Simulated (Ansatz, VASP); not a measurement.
# CsCdCl3: VASP beside Ansatz

INCAR

```
ALGO = Normal
EDIFF = 1E-7
ENCUT = 520
ISIF = 2
ISMEAR = 0
LASPH = True
LCHARG = False
LREAL = False
LWAVE = False
NBANDS = 29
NELM = 60
PREC = Accurate
SIGMA = 0.05
```

The input KPOINTS:

```
k-points
0
Gamma
  6 6 6
```

POSCAR

```
CsCdCl3
1.0
    5.2000000000      0.0000000000      0.0000000000
    0.0000000000      5.2000000000      0.0000000000
    0.0000000000      0.0000000000      5.2000000000
Cs Cd Cl
1 1 3
Direct
    0.0000000000      0.0000000000      0.0000000000
    0.5000000000      0.5000000000      0.5000000000
    0.0000000000      0.5000000000      0.5240384615
    0.5000000000      0.0000000000      0.5240384615
    0.5000000000      0.5000000000      0.0240384615
```

Input for Ansatz:

```yaml
crystal:
  lattice:
    - [5.2, 0.0, 0.0]
    - [0.0, 5.2, 0.0]
    - [0.0, 0.0, 5.2]
  atoms:
    - { symbol: Cs, position: [0.0, 0.0, 0.0] }
    - { symbol: Cd, position: [0.5, 0.5, 0.5] }
    - { symbol: Cl, position: [0.0, 0.5, 0.5240384615] }
    - { symbol: Cl, position: [0.5, 0.0, 0.5240384615] }
    - { symbol: Cl, position: [0.5, 0.5, 0.0240384615] }
basis:
  ecutwfc: 420
kpoints:
  mp_grid: { grid: [6, 6, 6] }
hamiltonian:
  xc: lda
scf:
  occupations: { method: gaussian, width: 0.05 }
output:
  forces: true
  stress: true
  eigenvalues: true
```

Change from the starting cell: all Cl atoms moved +0.125 Å, as atom 3 along Cartesian [0 0 1].

Alike in both runs: task single point; functional LDA; k mesh 6 × 6 × 6; occupations gaussian, width 0.05 eV; no spin polarisation.

```csv
,VASP,Ansatz
version,VASP 6.6.1,Ansatz 0.2.0
potentials or method,"VASP PAW LDA potentials, release 64 (Cs_sv, Cd, Cl), cutoff 520 eV","scalar-relativistic, plane waves, PAW"
valence electrons in the cell,42,50
```

|  | VASP | Ansatz | Ansatz less VASP |
| --- | --- | --- | --- |
| gap on the k mesh at the Fermi level (eV) | 1.57 | 1.55 | -0.026 |
| least direct gap on the mesh (eV) | 2.13 | 2.11 | -0.021 |
| pressure (GPa) | -1.5 | -1.7 | -0.22 |
| traceless stress, the component that is largest in VASP (GPa) | 0.47 | 0.45 | -0.018 |
| rms of the force components (eV/Å) | 0.176 | 0.163 | -0.0132 |

LDA's correlation is that of Perdew and Zunger in VASP and of Perdew and Wang (1992) in Ansatz. Atom by atom the forces differ by 0.013 eV/Å (rms over components). VASP's potentials hold 42 valence electrons a cell and Ansatz's 50, so a difference there can come from the potentials and not from the codes.

Spin-orbit coupling is off throughout.
